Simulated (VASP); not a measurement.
# SiGe (P6_3mc) in VASP: notebook

Runs on SiGe. Level: LDA. Tasks: single point.

All numbers are computed with VASP 6.6.1; they aren't measurements. Logs are shortened: lines on timing, memory, paths and dates and some standing lists are left out, and cuts for length are marked.

## (1) The cell of the first run

The structure is hexagonal, space group P6_3mc (No. 186). The conventional cell has a = 4.014 Å, b = 4.014 Å, c = 6.102 Å, α = 90.00°, β = 90.00°, γ = 120.00°. Within 3.0 Å of Si (site symmetry 3m) lie 4 Ge at 2.28 to 2.44 Å. Ge (site symmetry 3m) has 4 Si at 2.28 to 2.44 Å within 3.0 Å.

## (2) Single point, LDA

File INCAR:

```
ALGO = Normal
EDIFF = 1E-6
ENCUT = 520
GGA = CA
ISIF = 2
ISMEAR = 0
LASPH = T
LCHARG = F
LREAL = F
LWAVE = F
NBANDS = 26
NELM = 80
PREC = Accurate
SIGMA = 0.03
```

File KPOINTS:

```
k-points
0
Gamma
  12 12 8
```

File POSCAR:

```
SiGe
1.0
    4.0144932713      0.0000000000      0.0000000000
   -2.0072466356      3.4766531563      0.0000000000
    0.0000000000      0.0000000000      6.1019828729
Si Ge
2 2
Direct
    0.6666666667      0.3333333333      0.8746070000
    0.3333333333      0.6666666667      0.3746070000
    0.6666666667      0.3333333333      0.5003920000
    0.3333333333      0.6666666667      0.0003920000
```

Potentials or basis: VASP PAW LDA potentials, release 64 (Si, Ge_d).

Command:

```
$ cat potpaw_LDA.64/Si/POTCAR potpaw_LDA.64/Ge_d/POTCAR > POTCAR
$ mpirun -np 1 vasp_std > vasp.out
```

OUTCAR:

```text
EDIFF = 1E-6
   ENCUT = 520
   GGA = CA
   ISIF = 2
   ISMEAR = 0
   LASPH = T
   LREAL = F
   NELM = 80
   PREC = Accurate

 ion  position               nearest neighbor table
   1  0.667  0.333  0.875-   3 2.28   4 2.44   4 2.44   4 2.44
   2  0.333  0.667  0.375-   4 2.28   3 2.44   3 2.44   3 2.44
   3  0.667  0.333  0.500-   1 2.28   2 2.44   2 2.44   2 2.44
   4  0.333  0.667  0.000-   2 2.28   1 2.44   1 2.44   1 2.44

  LATTYP: Found a hexagonal cell.
 ALAT       =     4.0144932713
 C/A-ratio  =     1.5199883175

  Lattice vectors:

 A1 = (   4.0144932713,   0.0000000000,   0.0000000000)
 A2 = (  -2.0072466356,   3.4766531563,   0.0000000000)
 A3 = (   0.0000000000,   0.0000000000,   6.1019828729)

Analysis of symmetry for initial positions (statically):
=====================================================================
 Subroutine PRICEL returns:
 Original cell was already a primitive cell.

 Routine SETGRP: Setting up the symmetry group for a
 hexagonal supercell.

 Subroutine GETGRP returns: Found 12 space group operations
 (whereof  6 operations were pure point group operations)
 out of a pool of 24 trial point group operations.

The static configuration has the point symmetry C_3v.
 The point group associated with its full space group is C_6v.

Analysis of symmetry for dynamics (positions and initial velocities):
=====================================================================
 Subroutine PRICEL returns:
 Original cell was already a primitive cell.

 Routine SETGRP: Setting up the symmetry group for a
 hexagonal supercell.

 Subroutine GETGRP returns: Found 12 space group operations
 (whereof  6 operations were pure point group operations)
 out of a pool of 24 trial point group operations.

The dynamic configuration has the point symmetry C_3v.
 The point group associated with its full space group is C_6v.

 Subroutine INISYM returns: Found 12 space group operations
 (whereof  6 operations are pure point group operations),
 and found     1 'primitive' translations

----------------------------------------------------------------------------------------

                                     Primitive cell

  volume of cell :      85.1654

[... 82 lines left out ...]
 SYSTEM =  unknown system
   PREC   = accura    normal or accurate (medium, high low for compatibility)
   ISTART =      0    job   : 0-new  1-cont  2-samecut
   ICHARG =      2    charge: 1-file 2-atom 10-const
   ISPIN  =      1    spin polarized calculation?
   LNONCOLLINEAR =      F non collinear calculations
   LSORBIT =      F    spin-orbit coupling
   LASPH  =      T    aspherical Exc in radial PAW
   ENCUT  =  520.0 eV  38.22 Ry    6.18 a.u.   7.46  7.46 11.35*2*pi/ulx,y,z
   NELM   =     80;   NELMIN=  2; NELMDL= -5     # of ELM steps
   EDIFF  = 0.1E-05   stopping-criterion for ELM
   LREAL  =      F    real-space projection
   EDIFFG = 0.1E-04   stopping-criterion for IOM
   NSW    =      0    number of steps for IOM
   IBRION =     -1    ionic relax: 0-MD 1-quasi-New 2-CG
   NFREE  =      0    steps in history (QN), initial steepest desc. (CG)
   ISIF   =      2    stress and relaxation
   ISYM   =      2    0-nonsym 1-usesym 2-fastsym
   POTIM  = 0.5000    time-step for ionic-motion
   TEBEG  =    0.0;   TEEND  =   0.0 temperature during run
   PSTRESS=    0.0 pullay stress
   NELECT =      36.0000    total number of electrons
   NUPDOWN=      -1.0000    fix difference up-down
   EMIN   =  10.00;   EMAX   =-10.00  energy-range for DOS
   EFERMI =   0.00;   METHOD = LEGACY
   ISMEAR =     0;   SIGMA  =   0.03  broadening in eV -4-tet -1-fermi 0-gaus
   EFERMI_NEDOS =   21; number of points for ismear=-14 and -15
   IALGO  =     38    algorithm
   IMIX   =      4    mixing-type and parameters
     AMIX     =   0.40;   BMIX     =  1.00
     AMIX_MAG =   1.60;   BMIX_MAG =  1.00
  volume/ion in A,a.u.               =      21.29       143.68
  Fermi-wavevector in a.u.,A,eV,Ry     =   1.228631  2.321775 20.538443  1.509533
  Thomas-Fermi vector in A             =   2.363549
   LORBIT       =      0    0 simple, 1 ext, 2 COOP (PROOUT), +10 PAW based schemes
   GGA     = CA    functional components
   LHFCALC =     F    Hartree Fock is set to
   AEXX    =    0.0000 exact exchange contribution
   IVDW    =     0    specifies the selected vdW correction
   LEPSILON=     F    determine dielectric tensor
   LRPA    =     F    only Hartree local field effects (RPA)
 non-spin polarized calculation
 Gauss-broadening in eV      SIGMA  =   0.03
  energy-cutoff  :      520.00
  volume of cell :       85.17
 maximum number of plane-waves:      2319
 NGX is ok and might be reduce to    30

 number of electron      36.0000018 magnetization

 Free energy of the ion-electron system (eV)
  ---------------------------------------------------
  ext. energy  EPLUGINS =         0.00000000
  ---------------------------------------------------
  free energy    TOTEN  =       -21.94357316 eV

  energy without entropy =      -21.94345765  energy(sigma->0) =      -21.94351540

 E-fermi :   5.3584     XC(G=0):  -9.9675

 val. band max:        5.3542681184   @ k =   0.0833  -0.0000   0.0000
 cond. band min:       5.4283595136   @ k =   0.5000  -0.0000   0.0000
 fundamental gap:      0.0740913953
 Fermi energy:         5.3584050349

 k-point     1 :       0.0000    0.0000    0.0000
  band No.  band energies     occupation
      1     -19.2569      2.00000
      2     -19.2549      2.00000
      3     -19.2445      2.00000
      4     -19.2445      2.00000
      5     -19.2416      2.00000
      6     -19.2416      2.00000
[... 685 lines left out ...]
     25      12.3369      0.00000
     26      12.5391      0.00000

 [... further k-points ...]
[... 5 lines left out ...]
  --------------------------------------------------------------------------------------
  -------------------------------------------------------------------------------------
  Total       -3.8035925     -3.8035925      5.9831117     -0.0000000      0.0000000      0.0000000
  in kB      -71.5552462    -71.5552462    112.5575442     -0.0000000      0.0000000      0.0000000
  external PRESSURE =     -10.1843161 kB  Pullay stress =       0.0000000 kB

 VOLUME and BASIS-vectors are now :
 -----------------------------------------------------------------------------
  energy-cutoff  :      520.00
  volume of cell :       85.17
      direct lattice vectors                 reciprocal lattice vectors
     4.014493271  0.000000000  0.000000000     0.249097441  0.143816474  0.000000000
    -2.007246636  3.476653156  0.000000000     0.000000000  0.287632949  0.000000000
     0.000000000  0.000000000  6.101982873     0.000000000  0.000000000  0.163881155

 POSITION                                       TOTAL-FORCE (eV/Angst)
 -----------------------------------------------------------------------------------
      2.00725      1.15888      5.33684         0.000000      0.000000      1.006674
     -0.00000      2.31777      2.28585        -0.000000     -0.000000      1.006674
      2.00725      1.15888      3.05338        -0.000000      0.000000     -1.006674
     -0.00000      2.31777      0.00239         0.000000     -0.000000     -1.006674
 -----------------------------------------------------------------------------------
    total drift:                                0.000000      0.000000      0.000969

  FREE ENERGIE OF THE ION-ELECTRON SYSTEM (eV)
  ---------------------------------------------------
  free  energy   TOTEN  =       -21.9435731620 eV

  energy  without entropy=      -21.9434576475  energy(sigma->0) =      -21.94351540
```

OSZICAR:

```text
N       E                     dE             d eps       ncg     rms          rms(c)
DAV:   1     0.266078105605E+03    0.26608E+03   -0.17726E+04  5796   0.292E+03
DAV:   2     0.207355474690E+02   -0.24534E+03   -0.23643E+03  5012   0.637E+02
DAV:   3    -0.206811629793E+02   -0.41417E+02   -0.40953E+02  5990   0.154E+02
DAV:   4    -0.223635400529E+02   -0.16824E+01   -0.16795E+01  5886   0.343E+01
DAV:   5    -0.223991394847E+02   -0.35599E-01   -0.35592E-01  6166   0.553E+00    0.591E+00
DAV:   6    -0.220893310584E+02    0.30981E+00   -0.13785E-01  5656   0.210E+00    0.344E+00
DAV:   7    -0.219420377442E+02    0.14729E+00   -0.26375E-01  6236   0.276E+00    0.248E-01
DAV:   8    -0.219434455092E+02   -0.14078E-02   -0.24367E-02  5818   0.119E+00    0.164E-01
DAV:   9    -0.219435290587E+02   -0.83550E-04   -0.90835E-04  6180   0.222E-01    0.105E-01
DAV:  10    -0.219435881279E+02   -0.59069E-04   -0.17165E-04  5592   0.915E-02    0.284E-02
DAV:  11    -0.219435731208E+02    0.15007E-04   -0.31749E-05  5654   0.404E-02    0.668E-03
DAV:  12    -0.219435731620E+02   -0.41185E-07   -0.40397E-06  5210   0.112E-02
   1 F= -.21943573E+02 E0= -.21943515E+02  d E =-.115514E-03
```

It took 2.8 min on 1 thread of Intel Xeon Platinum 8375C at 2.90GHz (Ice Lake), shared host; peak memory 0.29 GiB.

What came out:

```yaml
Free_energy: -21.9436 eV
Pressure: -1.0 GPa
Largest_force: 1.007 eV/Å
Band_gap_on_the_k_mesh: zero (band 18 reaches 5.49 eV, above the bottom of band 19 at 5.24 eV)
```

Forces on the atoms (eV/Å):
```
Si   0.000  0.000  1.007
Si   0.000  0.000  1.007
Ge   0.000  0.000 -1.007
Ge   0.000  0.000 -1.007
```

Stress tensor (GPa, compression positive):
```
-7.16  0.00  0.00
 0.00 -7.16  0.00
 0.00  0.00 11.26
```

Caveat: forces of over 1 eV/Å act on the atoms, so gaps and moduli don't describe the material at rest.

## (3) Single point, LDA

This run uses another cell than the first one, of the same volume but with other edges.

File INCAR:

```
ALGO = Normal ; EDIFF = 1E-6
ENCUT = 520 ; GGA = CA
ISIF = 2 ; ISMEAR = 0
LASPH = T ; LCHARG = T
LELF = T ; LREAL = F
LVHAR = T ; LWAVE = F
NBANDS = 26 ; NELM = 60
PREC = Accurate ; SIGMA = 0.03
```

KPOINTS is that of step 2.

File POSCAR:

```
SiGe
1.0
    3.9579435800      0.0000000000      0.0000000000
   -1.9789717900      3.4276796870      0.0000000000
    0.0000000000      0.0000000000      6.2775944377
Si Ge
2 2
Direct
    0.6666666667      0.3333333333      0.8746070000
    0.3333333333      0.6666666667      0.3746070000
    0.6666666667      0.3333333333      0.5003920000
    0.3333333333      0.6666666667      0.0003920000
```

Potentials or basis: VASP PAW LDA potentials, release 64 (Si, Ge_d).

Command:

```
$ cat potpaw_LDA.64/Si/POTCAR potpaw_LDA.64/Ge_d/POTCAR > POTCAR
$ mpirun -np 1 vasp_std > vasp.out
```

Wall time 2.6 min (1 thread of Intel Xeon Platinum 8375C at 2.90GHz (Ice Lake), shared host); peak memory 0.29 GiB.

It converged, with:

| Item | Value |
| --- | --- |
| Free energy | -22.1451 eV |
| Pressure | -1.8 GPa |
| Largest force | 0.424 eV/Å |
| Band gap on the k mesh | zero (filled and empty bands overlap) |

Forces on the atoms (eV/Å):
```
Si   0.000  0.000  0.424
Si   0.000  0.000  0.424
Ge   0.000  0.000 -0.424
Ge   0.000  0.000 -0.424
```

Stress tensor (GPa, compression positive):
```
-4.63  0.00  0.00
 0.00 -4.63  0.00
 0.00  0.00  3.88
```

Levels at points of the mesh, in eV from the Fermi level:
```
           k point  band 14  band 15  band 16  band 17  band 18  band 19  band 20  band 21  band 22  band 23
(0.00, 0.00, 0.00)    -1.78    -1.78    -0.28    -0.05     0.02     0.02     1.50     1.81     1.81     3.00
(0.50, 0.00, 0.00)    -6.22    -4.80    -3.29    -3.07    -1.43     0.18     2.02     3.16     3.28     4.79
(0.00, 0.00, 0.50)    -4.43    -1.10    -1.10    -1.10    -1.10     0.87     0.87     2.97     2.97     2.97
(0.50, 0.00, 0.50)    -7.56    -2.57    -2.57    -2.46    -2.46     0.63     0.63     1.94     1.94     5.81
```

(Part 1 of 3 ends here.)
